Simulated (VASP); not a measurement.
# TlB8 (P6/mmm) in VASP: further runs

Runs on TlB8. Level: PBE. Tasks: single point, relaxation of cell and atoms.

Everything below comes from runs of VASP 6.6.1. Logs are shortened: lines on timing, memory, paths and dates and some standing lists are left out, and cuts for length are marked.

## Step 1: The cell of the first run

It takes space group P6/mmm (No. 191, hexagonal). The conventional cell has a = 5.362 Å, b = 5.362 Å, c = 3.893 Å, α = 90.00°, β = 90.00°, γ = 120.00°. Tl (site symmetry 6/mmm) has 2 B at 1.95 Å within 2.6 Å. Within 2.4 Å of B (site symmetry mmm) lie 4 B at 1.82 Å. Within 2.4 Å of B (site symmetry 3m) lie 5 B at 1.82 to 1.99 Å. B (site symmetry 6/mmm) has 2 Tl at 1.95 Å within 2.6 Å.

## Step 2: Single point, PBE

The input, INCAR:

```
SYSTEM = TlB8
PREC = Accurate
ENCUT = 520
EDIFF = 1E-6
ISMEAR = 0
SIGMA = 0.1
LREAL = .FALSE.
LASPH = .TRUE.
NELM = 80
ALGO = Normal
ISIF = 2
LWAVE = .FALSE.
LCHARG = .TRUE.
GGA = PE
LELF = .TRUE.
LVHAR = .TRUE.
NBANDS = 28
```

The input, KPOINTS:

```
Automatic mesh
0
G
  6 6 4
  0 0 0
```

The input, POSCAR:

```
TlB8
1.0
    5.3619563356      0.0000000034      0.0000000000
   -2.6809781707      4.6435903990      0.0000000000
    0.0000000000      0.0000000000      3.8930568485
Tl B
1 8
Direct
    0.0000000000      0.0000000000      0.5000000000
    0.5000000000      0.0000000000      0.5000000000
    0.0000000000      0.5000000000      0.5000000000
    0.5000000000      0.5000000000      0.5000000000
    0.3333333333      0.6666666667      0.2555544691
    0.3333333333      0.6666666667      0.7444455309
    0.6666666667      0.3333333333      0.7444455309
    0.6666666667      0.3333333333      0.2555544691
    0.0000000000      0.0000000000      0.0000000000
```

Potentials or basis: VASP PAW PBE potentials, release 64 (Tl_d, B).

On the command line:

```bash
> cat potpaw_PBE.64/Tl_d/POTCAR potpaw_PBE.64/B/POTCAR > POTCAR
> mpirun -np 1 vasp_std > vasp.out
```

OUTCAR:

```text
SYSTEM = TlB8
   PREC = Accurate
   ENCUT = 520
   EDIFF = 1E-6
   ISMEAR = 0
   LREAL = .FALSE.
   LASPH = .TRUE.
   NELM = 80
   ISIF = 2
   GGA = PE

 ion  position               nearest neighbor table
   1  0.000  0.000  0.500-   9 1.95   9 1.95   2 2.68   2 2.68   3 2.68   3 2.68   4 2.68   4 2.68

   2  0.500  0.000  0.500-   5 1.82   6 1.82   7 1.82   8 1.82   1 2.68   1 2.68
   3  0.000  0.500  0.500-   5 1.82   6 1.82   7 1.82   8 1.82   1 2.68   1 2.68
   4  0.500  0.500  0.500-   5 1.82   6 1.82   7 1.82   8 1.82   1 2.68   1 2.68
   5  0.333  0.667  0.256-   3 1.82   2 1.82   4 1.82   6 1.90   6 1.99
   6  0.333  0.667  0.744-   3 1.82   2 1.82   4 1.82   5 1.90   5 1.99
   7  0.667  0.333  0.744-   3 1.82   2 1.82   4 1.82   8 1.90   8 1.99
   8  0.667  0.333  0.256-   3 1.82   2 1.82   4 1.82   7 1.90   7 1.99
   9  0.000  0.000  0.000-   1 1.95   1 1.95

  LATTYP: Found a hexagonal cell.
 ALAT       =     5.3619563356
 C/A-ratio  =     0.7260515761

  Lattice vectors:

 A1 = (   5.3619563356,   0.0000000034,   0.0000000000)
 A2 = (  -2.6809781707,   4.6435903990,   0.0000000000)
 A3 = (   0.0000000000,   0.0000000000,   3.8930568485)

Analysis of symmetry for initial positions (statically):
=====================================================================
 Subroutine PRICEL returns:
 Original cell was already a primitive cell.

 Routine SETGRP: Setting up the symmetry group for a
 hexagonal supercell.

 Subroutine GETGRP returns: Found 24 space group operations
 (whereof 24 operations were pure point group operations)
 out of a pool of 24 trial point group operations.

The static configuration has the point symmetry D_6h.

Analysis of symmetry for dynamics (positions and initial velocities):
=====================================================================
 Subroutine PRICEL returns:
 Original cell was already a primitive cell.

 Routine SETGRP: Setting up the symmetry group for a
 hexagonal supercell.

 Subroutine GETGRP returns: Found 24 space group operations
 (whereof 24 operations were pure point group operations)
 out of a pool of 24 trial point group operations.

The dynamic configuration has the point symmetry D_6h.

 Subroutine INISYM returns: Found 24 space group operations
 (whereof 24 operations are pure point group operations),
 and found     1 'primitive' translations

----------------------------------------------------------------------------------------

                                     Primitive cell

  volume of cell :      96.9322

  direct lattice vectors                    reciprocal lattice vectors
     5.361956336  0.000000003  0.000000000     0.186499094  0.107675302  0.000000000
    -2.680978171  4.643590399  0.000000000    -0.000000000  0.215350605  0.000000000
     0.000000000  0.000000000  3.893056849     0.000000000  0.000000000  0.256867557

  length of vectors
     5.361956336  5.361956336  3.893056849     0.215350605  0.215350605  0.256867557

  position of ions in fractional coordinates (direct lattice)
     0.000000000  0.000000000  0.500000000
     0.500000000  0.000000000  0.500000000
     0.000000000  0.500000000  0.500000000
     0.500000000  0.500000000  0.500000000
     0.333333333  0.666666667  0.255554469
     0.333333333  0.666666667  0.744445531
     0.666666667  0.333333333  0.744445531
     0.666666667  0.333333333  0.255554469
     0.000000000  0.000000000  0.000000000

  ion indices of the primitive-cell ions
   primitive index   ion index
                 1           1
                 2           2
                 3           3
                 4           4
                 5           5
                 6           6
                 7           7
                 8           8
                 9           9

----------------------------------------------------------------------------------------

 KPOINTS: Automatic mesh

Automatic generation of k-mesh.
 Grid dimensions read from file:
 generate k-points for:    6    6    4

 Generating k-lattice:

  Cartesian coordinates                     Fractional coordinates (reciprocal lattice)
     0.031083182  0.017945884  0.000000000     0.166666667 -0.000000000  0.000000000
    -0.000000000  0.035891767  0.000000000     0.000000000  0.166666667  0.000000000
     0.000000000  0.000000000  0.064216889     0.000000000  0.000000000  0.250000000

  Length of vectors
     0.035891767  0.035891767  0.064216889

  Shift w.r.t. Gamma in fractional coordinates (k-lattice)
     0.000000000  0.000000000  0.000000000

 Subroutine IBZKPT returns following result:
 ===========================================

 Found     21 irreducible k-points:

 Following reciprocal coordinates:
            Coordinates               Weight
  0.000000  0.000000  0.000000      1.000000
  0.166667 -0.000000  0.000000      6.000000
  0.333333 -0.000000  0.000000      6.000000
  0.500000 -0.000000  0.000000      3.000000
  0.166667  0.166667  0.000000      6.000000
  0.333333  0.166667  0.000000     12.000000
[... 13 lines left out ...]
  0.333333  0.166667  0.500000     12.000000
  0.333333  0.333333  0.500000      2.000000
   k-points           NKPTS =     21   k-points in BZ     NKDIM =     21   number of bands    NBANDS=     28
   number of dos      NEDOS =    301   number of ions     NIONS =      9
   total plane-waves  NPLWV =  48000
   dimension x,y,z NGX =    40 NGY =   40 NGZ =   30
   dimension x,y,z NGXF=    80 NGYF=   80 NGZF=   60
   ions per type =               1   8
   NGX,Y,Z   is equivalent  to a cutoff of  12.40, 12.40, 12.81 a.u.
   NGXF,Y,Z  is equivalent  to a cutoff of  24.80, 24.80, 25.62 a.u.
 SYSTEM =  TlB8
   PREC   = accura    normal or accurate (medium, high low for compatibility)
   ISTART =      0    job   : 0-new  1-cont  2-samecut
   ICHARG =      2    charge: 1-file 2-atom 10-const
   ISPIN  =      1    spin polarized calculation?
   LNONCOLLINEAR =      F non collinear calculations
   LSORBIT =      F    spin-orbit coupling
   LASPH  =      T    aspherical Exc in radial PAW
   ENCUT  =  520.0 eV  38.22 Ry    6.18 a.u.   9.97  9.97  7.24*2*pi/ulx,y,z
   NELM   =     80;   NELMIN=  2; NELMDL= -5     # of ELM steps
   EDIFF  = 0.1E-05   stopping-criterion for ELM
   LREAL  =      F    real-space projection
   EDIFFG = 0.1E-04   stopping-criterion for IOM
   NSW    =      0    number of steps for IOM
   IBRION =     -1    ionic relax: 0-MD 1-quasi-New 2-CG
   NFREE  =      0    steps in history (QN), initial steepest desc. (CG)
   ISIF   =      2    stress and relaxation
   ISYM   =      2    0-nonsym 1-usesym 2-fastsym
   POTIM  = 0.5000    time-step for ionic-motion
   TEBEG  =    0.0;   TEEND  =   0.0 temperature during run
   PSTRESS=    0.0 pullay stress
   NELECT =      37.0000    total number of electrons
   NUPDOWN=      -1.0000    fix difference up-down
   EMIN   =  10.00;   EMAX   =-10.00  energy-range for DOS
   EFERMI =   0.00;   METHOD = LEGACY
   ISMEAR =     0;   SIGMA  =   0.10  broadening in eV -4-tet -1-fermi 0-gaus
   EFERMI_NEDOS =   21; number of points for ismear=-14 and -15
   IALGO  =     38    algorithm
   IMIX   =      4    mixing-type and parameters
     AMIX     =   0.40;   BMIX     =  1.00
     AMIX_MAG =   1.60;   BMIX_MAG =  1.00
  volume/ion in A,a.u.               =      10.77        72.68
  Fermi-wavevector in a.u.,A,eV,Ry     =   1.187552  2.244149 19.188032  1.410281
  Thomas-Fermi vector in A             =   2.323701
   LORBIT       =      0    0 simple, 1 ext, 2 COOP (PROOUT), +10 PAW based schemes
   GGA     = PE    functional components
   LHFCALC =     F    Hartree Fock is set to
   AEXX    =    0.0000 exact exchange contribution
   IVDW    =     0    specifies the selected vdW correction
   LEPSILON=     F    determine dielectric tensor
   LRPA    =     F    only Hartree local field effects (RPA)
 non-spin polarized calculation
 Gauss-broadening in eV      SIGMA  =   0.10
  energy-cutoff  :      520.00
  volume of cell :       96.93
 maximum number of plane-waves:      2622
 NGX is ok and might be reduce to    40
   NGX = 19   NGY = 19   NGZ = 15

 number of electron      36.9999993 magnetization

 Free energy of the ion-electron system (eV)
  ---------------------------------------------------
  ext. energy  EPLUGINS =         0.00000000
  ---------------------------------------------------
  free energy    TOTEN  =       -43.95465545 eV

  energy without entropy =      -43.94240641  energy(sigma->0) =      -43.94853093

 E-fermi :   5.1080     XC(G=0): -10.7970

 val. band max:        5.0810827730   @ k =   0.5000  -0.0000   0.0000
 cond. band min:       5.1794639023   @ k =   0.5000  -0.0000   0.5000
 fundamental gap:      0.0983811293
 Fermi energy:         5.1079680869

 k-point     1 :       0.0000    0.0000    0.0000
  band No.  band energies     occupation
      1      -8.8614      2.00000
      2      -8.5002      2.00000
      3      -7.2332      2.00000
      4      -7.2332      2.00000
      5      -7.1929      2.00000
      6      -7.1929      2.00000
[... 20 lines left out ...]
     27      10.0483      0.00000
     28      11.9927      0.00000

 k-point     2 :       0.1667   -0.0000    0.0000
  band No.  band energies     occupation
      1      -8.8577      2.00000
      2      -8.3520      2.00000
      3      -7.3045      2.00000
      4      -7.2144      2.00000
      5      -7.1966      2.00000
      6      -7.1940      2.00000
[... 20 lines left out ...]
     27      10.1987      0.00000
     28      12.0720      0.00000

 k-point     3 :       0.3333   -0.0000    0.0000
  band No.  band energies     occupation
      1      -8.8529      2.00000
      2      -7.9485      2.00000
      3      -7.4270      2.00000
      4      -7.2038      2.00000
      5      -7.1960      2.00000
      6      -7.1754      2.00000
[... 523 lines left out ...]
      3      -7.4330      2.00000
      4      -7.4292      2.00000
      5      -7.2879      2.00000
      6      -6.7857      2.00000
[... 20 lines left out ...]
     27      11.1122      0.00000
     28      11.8019      0.00000

 k-point    21 :       0.3333    0.3333    0.5000
  band No.  band energies     occupation
      1      -8.5277      2.00000
      2      -7.4429      2.00000
      3      -7.4429      2.00000
      4      -7.3814      2.00000
      5      -7.3814      2.00000
      6      -6.2601      2.00000
[... 20 lines left out ...]
     27      10.5053      0.00000
     28      10.5053      0.00000

------------------------ aborting loop because EDIFF is reached ----------------------------------------

  FORCE on cell =-STRESS in cart. coord.  units (eV):
  Direction    XX          YY          ZZ          XY          YZ          ZX
  --------------------------------------------------------------------------------------
  -------------------------------------------------------------------------------------
  Total       -0.0266488     -0.0266488     -0.3696316     -0.0000000      0.0000000      0.0000000
  in kB       -0.4404744     -0.4404744     -6.1095850     -0.0000000      0.0000000      0.0000000
  external PRESSURE =      -2.3301780 kB  Pullay stress =       0.0000000 kB

 VOLUME and BASIS-vectors are now :
 -----------------------------------------------------------------------------
  energy-cutoff  :      520.00
  volume of cell :       96.93
      direct lattice vectors                 reciprocal lattice vectors
     5.361956336  0.000000003  0.000000000     0.186499094  0.107675302  0.000000000
    -2.680978171  4.643590399  0.000000000    -0.000000000  0.215350605  0.000000000
     0.000000000  0.000000000  3.893056849     0.000000000  0.000000000  0.256867557

 POSITION                                       TOTAL-FORCE (eV/Angst)
 -----------------------------------------------------------------------------------
      0.00000      0.00000      1.94653         0.000000      0.000000      0.000000
      2.68098      0.00000      1.94653         0.000000      0.000000      0.000000
     -1.34049      2.32180      1.94653         0.000000      0.000000      0.000000
      1.34049      2.32180      1.94653         0.000000      0.000000      0.000000
     -0.00000      3.09573      0.99489        -0.000000      0.000000      0.010560
     -0.00000      3.09573      2.89817        -0.000000      0.000000     -0.010560
      2.68098      1.54786      2.89817         0.000000     -0.000000     -0.010560
      2.68098      1.54786      0.99489        -0.000000     -0.000000      0.010560
      0.00000      0.00000      0.00000         0.000000      0.000000      0.000000
 -----------------------------------------------------------------------------------
    total drift:                                0.000000     -0.000000     -0.000000

  FREE ENERGIE OF THE ION-ELECTRON SYSTEM (eV)
  ---------------------------------------------------
  free  energy   TOTEN  =       -43.9546554454 eV

  energy  without entropy=      -43.9424064094  energy(sigma->0) =      -43.94853093
```

It took 49 s on 1 thread of Oxide Virtual Turin-like, shared host; peak memory 0.19 GiB.

Results:

```
Free energy   : -43.9547 eV
Pressure      : -0.2 GPa
Largest force : 0.011 eV/Å
```

Forces in eV/Å, atoms in the order of the input:
```
Tl   0.000  0.000  0.000
B    0.000  0.000  0.000
B    0.000  0.000  0.000
B    0.000  0.000  0.000
B    0.000  0.000  0.011
B    0.000  0.000 -0.011
B    0.000  0.000 -0.011
B    0.000  0.000  0.011
B    0.000  0.000  0.000
```

Caveat: the k points lie up to 0.40 Å⁻¹ apart; spin-orbit coupling is left out, which moves the levels of the heavy elements.

## Step 3: Relaxation of cell and atoms, PBE

This run uses another cell than the first one, of 10.94 Å³/atom, 1.016 times its volume.

The input, INCAR:

```
PREC = Accurate
ENCUT = 600
EDIFF = 1E-7
ISMEAR = 0
SIGMA = 0.1
LREAL = False
LASPH = True
NELM = 60
ALGO = Normal
ISIF = 3
LWAVE = False
LCHARG = False
GGA = PE
IBRION = 2
NSW = 90
EDIFFG = -0.04
```

The input, KPOINTS:

```
Automatic mesh
0
Gamma
  6 6 4
```

The input, POSCAR:

```
TlB8
1.0
    4.6001421500      0.0000000000      0.0000000000
   -2.3000710800      3.9838399700      0.0000000000
    0.0000000000      0.0000000000      5.3716145500
Tl B
1 8
Direct
    0.0000000000      0.0000000000      0.5000000000
    0.5000000000      0.0000000000      0.5000000000
    0.0000000000      0.5000000000      0.5000000000
    0.5000000000      0.5000000000      0.5000000000
    0.3333333300      0.6666666700      0.2274631800
    0.3333333300      0.6666666700      0.7725368200
    0.6666666700      0.3333333300      0.7725368200
    0.6666666700      0.3333333300      0.2274631800
    0.0000000000      0.0000000000      0.0000000000
```

Potentials or basis: VASP PAW PBE potentials, release 64 (Tl_d, B).

On the command line:

```bash
> cat potpaw_PBE.64/Tl_d/POTCAR potpaw_PBE.64/B/POTCAR > POTCAR
> mpirun -np 1 vasp_std > vasp.out
```

Run time: 13 min. Hardware: 1 thread of Oxide Virtual Turin-like, shared host; peak memory 0.28 GiB.

Results (log left out):

```
Free energy                            : -43.9543 eV
Relaxed volume                         : 10.77 Å³/atom
Relaxed cell                           : a = 5.366 Å, b = 5.366 Å, c = 3.885 Å, α = 90.00°, β = 90.00°, γ = 120.00°
Space group after relaxing (to 0.05 Å) : P6/mmm (No. 191)
Energy gained by relaxing              : 755.6 meV/atom
Ionic steps                            : 19
Pressure after relaxing                : 0.0 GPa
Largest force after relaxing           : 0.022 eV/Å
```

Forces in eV/Å, atoms in the order of the input:
```
Tl   0.000  0.000  0.000
B    0.000  0.000  0.000
B    0.000  0.000  0.000
B    0.000  0.000  0.000
B    0.000  0.000  0.022
B    0.000  0.000 -0.022
B    0.000  0.000 -0.022
B    0.000  0.000  0.022
B    0.000  0.000  0.000
```

Stress tensor (GPa, compression positive):
```
-0.10  0.00  0.00
 0.00 -0.10  0.00
 0.00  0.00  0.17
```

Step by step:
```csv
step,energy change (eV),largest force (eV/Å),pressure (GPa),volume (Å³)
1,0.0000,0.0431,-7.87,98.44
2,-3.8464,0.6245,0.41,90.18
3,43.6178,17.2655,335.86,57.68
4,-4.6852,0.8567,3.99,87.98
5,-5.4565,0.7613,27.47,80.10
6,-5.5620,1.0475,21.41,81.62
7,-6.0226,2.9354,9.32,91.37
8,-6.3659,1.2642,11.25,87.84
9,-6.6286,0.3146,-5.27,97.50
10,-6.6726,0.3847,-1.24,94.56
11,-6.7339,0.3912,-0.04,94.63
12,-6.7515,0.2154,3.75,94.71
13,-6.7648,0.2607,2.40,94.70
14,-6.7910,0.1365,1.41,95.82
15,-6.7975,0.0170,0.94,96.56
16,-6.7975,0.0337,0.90,96.63
17,-6.8004,0.0367,0.08,96.88
18,-6.8004,0.0461,-0.03,96.92
19,-6.8008,0.0218,-0.01,96.90
```

Final structure:
```
Tl B
1.0
     5.36636    0.00000    0.00000
    -2.68318    4.64740    0.00000
     0.00000    0.00000    3.88541
Tl B
1 8
Direct
  0.00000 0.00000 0.50000
  0.50000 0.00000 0.50000
  0.00000 0.50000 0.50000
  0.50000 0.50000 0.50000
  0.33333 0.66667 0.25554
  0.33333 0.66667 0.74446
  0.66667 0.33333 0.74446
  0.66667 0.33333 0.25554
  0.00000 0.00000 0.00000
```

Levels at points of the mesh, in eV from the Fermi level:
```tsv
k point	band 16	band 17	band 18	band 19	band 20	band 21
(0.00, 0.00, 0.00)	-1.31	-0.83	-0.83	-0.05	-0.05	1.90
(0.50, 0.00, 0.00)	-2.93	-1.34	-1.33	-0.89	-0.04	1.42
(0.00, 0.00, 0.50)	-2.93	-2.93	0.15	0.15	1.46	1.46
(0.50, 0.00, 0.50)	-2.33	-0.63	0.08	0.73	2.06	2.42
```

Caveat: spin-orbit coupling is left out, which moves the levels of the heavy elements.
